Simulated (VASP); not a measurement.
Write the native input for VASP 6.6.1 that does the following.

```
Task                   : relaxation of cell and atoms
Functional             : PBE
Potentials or basis    : VASP PAW PBE potentials, release 64 (Dy_3, C), 4f in core
Cutoff                 : 600 eV
k mesh                 : 6 × 6 × 6
Occupations            : gaussian, width 0.1 eV
Spin                   : no spin polarisation
Dipole correction      : no
Further INCAR settings : ALGO = Normal; EDIFF = 1e-07; IBRION = 2; EDIFFG = -0.01; NSW = 100; ISIF = 3
```

The structure of Dy5C lies in POSCAR:

```
Dy5C
1.0
    3.2980849033      1.9041502068      4.0002458285
   -3.2980849033      1.9041502068      4.0002458285
    0.0000000000     -3.8083004135      4.0002458285
Dy C
5 1
Direct
    0.0000000000      0.0000000000      0.5000000000
    0.5000000000      0.0000000000      0.0000000000
    0.0000000000      0.5000000000      0.0000000000
    0.3807134491      0.3807134491      0.3807134491
    0.6192865509      0.6192865509      0.6192865509
    0.0000000000      0.0000000000      0.0000000000
```

The cell was generated, and may not be a known phase.

The input as run:

INCAR

```
PREC     = Accurate       # precision mode
ENCUT    = 600            # plane-wave cutoff, eV
EDIFF    = 1E-7           # SCF threshold, eV
ISMEAR   = 0              # smearing method
SIGMA    = 0.1            # smearing width, eV
LREAL    = False          # projectors in reciprocal space
LASPH    = True           # aspherical terms in the spheres
NELM     = 200            # most SCF steps
ALGO     = Normal         # electronic algorithm
ISIF     = 3              # what is computed and relaxed
LWAVE    = False          # write WAVECAR
LCHARG   = False          # write CHGCAR
GGA      = PE             # functional
IBRION   = 2              # ionic algorithm
NSW      = 100            # ionic steps
EDIFFG   = -0.01          # ionic threshold
GGA_COMPAT= False        
NELMIN   = 4            
LMAXMIX  = 6              # l up to which the mixer works
```

KPOINTS

```
regular mesh
0
Gamma
  6 6 6
```

Potentials or basis: VASP PAW PBE potentials, release 64 (Dy_3, C), 4f in core.

Command:

```console
$ cat potpaw_PBE.64/Dy_3/POTCAR potpaw_PBE.64/C/POTCAR > POTCAR
$ mpirun -np 1 vasp_std > vasp.out
```

Results of the run:

```yaml
Relaxed_volume: 25.58 Å³/atom
Relaxed_cell: a = 5.558 Å, b = 5.558 Å, c = 5.558 Å, α = 73.27°, β = 73.27°, γ = 73.27°
Space_group_after_relaxing_to_0.1_Å: R-3m (No. 166)
Energy_gained_by_relaxing: 1.4 meV/atom
Ionic_steps: 6
Pressure_after_relaxing: 0.0 GPa
Band_gap_on_the_k_mesh: zero (an odd number of electrons rules out a gap without spin polarisation)
```

Caveat: spin-orbit coupling is left out, which moves the levels of the heavy elements; the 4f electrons are frozen in the core, so they carry no moment and show no levels.

Run time: 14 min on 1 thread of Intel(R) Xeon(R) Platinum 8259CL CPU @ 2.50GHz (Skylake/Cascade Lake), on a shared host, peak memory 0.43 GiB.
